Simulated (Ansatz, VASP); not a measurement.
## One calculation of MoS2, two programs

```
S Mo
1.0
     6.30590    0.00000    0.00000
    -3.15295    5.46107    0.00000
     0.00000    0.00000   23.38323
S Mo
8 4
Direct
  0.66667 0.33333 0.34213
  0.66667 0.83333 0.34213
  0.16667 0.33333 0.34213
  0.16667 0.83333 0.34213
  0.66669 0.33346 0.47627
  0.66637 0.83323 0.47625
  0.16737 0.33407 0.47607
  0.16686 0.83319 0.47629
  0.33333 0.16649 0.40921
  0.33343 0.66696 0.40909
  0.83338 0.16670 0.40920
  0.83351 0.66684 0.40923
```

Alike in both runs: task single point; functional PBE; dispersion D3(BJ); k mesh 3 × 3 × 1; occupations gaussian, width 0.05 eV; no spin polarisation.

|  | VASP | Ansatz |
| --- | --- | --- |
| version | VASP 6.6.1 | Ansatz 0.2.0 |
| potentials or method | VASP PAW PBE potentials, release 64 (S, Mo_sv), cutoff 520 eV | scalar-relativistic, plane waves, PAW |
| valence electrons in the cell | 104 | 104 |

```tsv
	VASP	Ansatz	Ansatz less VASP
gap on the k mesh at the Fermi level (eV)	1.78	1.78	-0.004
least direct gap on the mesh (eV)	1.78	1.78	-0.004
rms of the force components (eV/Å)	0.016	0.016	-0.0004
```
